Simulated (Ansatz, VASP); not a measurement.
Two plane-wave programs on Y

```
CELL_PARAMETERS angstrom
0.00000 2.55199 2.55199
2.55199 0.00000 2.55199
2.55199 2.55199 0.00000
ATOMIC_POSITIONS crystal
Y 0.00000 0.00000 0.00000
```

Alike in both runs: task relaxation of cell and atoms; functional RPBE; dispersion D3(BJ); k mesh 9 × 9 × 9; occupations fermi-dirac, width 0.05 eV; no spin polarisation.

```csv
,VASP,Ansatz
version,VASP 6.6.1,Ansatz 0.2.0
potentials or method,"VASP PAW PBE potentials, release 64 (Y_sv)",Ansatz PAW
plane-wave cutoff (eV),600,420
valence electrons in the cell,11,11
```

Ansatz gave:

```
gap on the k mesh at the Fermi level, each at its own relaxed structure (eV) : none
relaxed volume (Å³/atom)                                                     : 21.89
relaxed cell length with the largest relative difference (Å)                 : 3.140
```

Problem. What did VASP give for the same quantities?

Solution. gap on the k mesh at the Fermi level, each at its own relaxed structure (eV): none; relaxed volume (Å³/atom): 21.80; relaxed cell length with the largest relative difference (Å): 3.136.

VASP's potentials were made for PBE, not for RPBE. A gap of «none» marks a metal or a gap that the smearing closes.

Noted on VASP's run: the volume moved by over 15 % at a fixed basis, so the end points are rough. Noted on Ansatz's run: the volume moved by over 15 % at a fixed basis, so the end points are rough; the plane-wave basis is chosen anew once the cell has moved, so the energies of steps on either side of that aren't comparable.
